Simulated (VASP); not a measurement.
Ag5P2O6:

```
Ag P O
1.0
     2.87428    4.97839    0.00000
    -2.87428    4.97839    0.00000
     0.00000    0.00000    6.22698
Ag P O
5 2 6
Direct
  0.00000 0.00000 0.24120
  0.00000 0.00000 0.75880
  0.50000 0.50000 0.00000
  0.00000 0.50000 0.00000
  0.50000 0.00000 0.00000
  0.66670 0.66660 0.50000
  0.33330 0.33340 0.50000
  0.62080 0.37920 0.68920
  0.00000 0.62080 0.68920
  0.37920 0.00000 0.68920
  0.00000 0.37920 0.31080
  0.37920 0.62080 0.31080
  0.62080 0.00000 0.31080
```

```yaml
Program: VASP 6.6.1
Task: relaxation of the atoms
Functional: PBE
Potentials_or_basis: VASP PAW PBE potentials, release 64 (Ag, P, O)
Cutoff: 520 eV
k_mesh: 5 × 5 × 4
Occupations: gaussian, width 0.0216 eV
Spin: no spin polarisation
```

At the start: pressure -2.6 GPa; volume 13.71 Å³/atom.

**Question.** How do energy, volume and symmetry change on relaxing?

**Answer.** Over 11 steps the energy falls by 98.4 meV/atom at a fixed cell; space group P-31m (No. 162, to 0.1 Å) before and after.

The path:
```csv
step,energy change (eV),largest force (eV/Å),pressure (GPa)
1,0.0000,1.9669,-2.62
2,-0.8491,1.0058,-4.58
3,-1.1542,0.3626,-5.88
4,-1.1719,0.4646,-6.27
5,-1.2143,0.4163,-6.33
6,-1.2745,0.0923,-6.10
7,-1.2775,0.0460,-6.19
8,-1.2775,0.0456,-6.19
9,-1.2784,0.0221,-6.23
10,-1.2785,0.0237,-6.26
11,-1.2787,0.0096,-6.30
```

Final structure:
```
CELL_PARAMETERS angstrom
2.87428 4.97839 0.00000
-2.87428 4.97839 0.00000
0.00000 0.00000 6.22698
ATOMIC_POSITIONS crystal
Ag 0.99996 0.00000 0.21742
Ag 0.00004 0.00000 0.78258
Ag 0.50000 0.50000 0.00000
Ag 0.00000 0.50000 0.00000
Ag 0.50000 0.00000 0.00000
P 0.66670 0.66660 0.50000
P 0.33330 0.33340 0.50000
O 0.59481 0.40533 0.66089
O 0.00014 0.59467 0.66089
O 0.40526 0.00000 0.66101
O 0.99986 0.40533 0.33911
O 0.40519 0.59467 0.33911
O 0.59474 0.00000 0.33899
```

Caveat: an odd number of electrons without spin polarisation forces a metal; a magnetic or distorted state may lie lower.
